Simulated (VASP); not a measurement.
Wanted: the native input for a VASP 6.6.1 run.

```
Task                   : single point
Functional             : PBEsol
Potentials or basis    : VASP PAW PBE potentials, release 64 (Ti_sv, Al)
Cutoff                 : 520 eV
k mesh                 : 18 × 18 × 10
Occupations            : gaussian, width 0.15 eV
Spin                   : no spin polarisation
Dipole correction      : no
Further INCAR settings : ALGO = Fast; EDIFF = 1e-06; NBANDS = 14
```

The structure of TiAl lies in POSCAR:

```
TiAl
1.0
    2.9425000000      0.0000000000      0.0000000000
   -1.4712500000      2.5482797506      0.0000000000
    0.0000000000      0.0000000000      4.6191923846
Ti Al
1 1
Direct
    0.0000000000      0.0000000000      0.0000000000
    0.3333333333      0.6666666667      0.5000000000
```

One way to write it, as run:

INCAR

```
SYSTEM = TiAl
  ALGO = Fast
  EDIFF = 1E-6
  ENCUT = 520
  GGA = PS
  ISIF = 2
  ISMEAR = 0
  LASPH = .TRUE.
  LCHARG = .FALSE.
  LREAL = .FALSE.
  LWAVE = .FALSE.
  NBANDS = 14
  NELM = 80
  PREC = Accurate
  SIGMA = 0.15
```

KPOINTS

```
k-points
0
G
  18 18 10
  0 0 0
```

Potentials or basis: VASP PAW PBE potentials, release 64 (Ti_sv, Al).

Launch:

```bash
$ cat potpaw_PBE.64/Ti_sv/POTCAR potpaw_PBE.64/Al/POTCAR > POTCAR
$ mpirun -np 1 vasp_std > vasp.out
```

It gave:

```json
{
  "Pressure": "-6.1 GPa",
  "Band gap on the k mesh": "zero (an odd number of electrons rules out a gap without spin polarisation)"
}
```

Caveat: the cell stands under tension; the PAW data sets were made with another functional, which shifts forces and pressure a little.

Run time: 5.4 min on 1 thread of Intel Xeon 8259CL, on a shared host, peak memory 0.24 GiB.
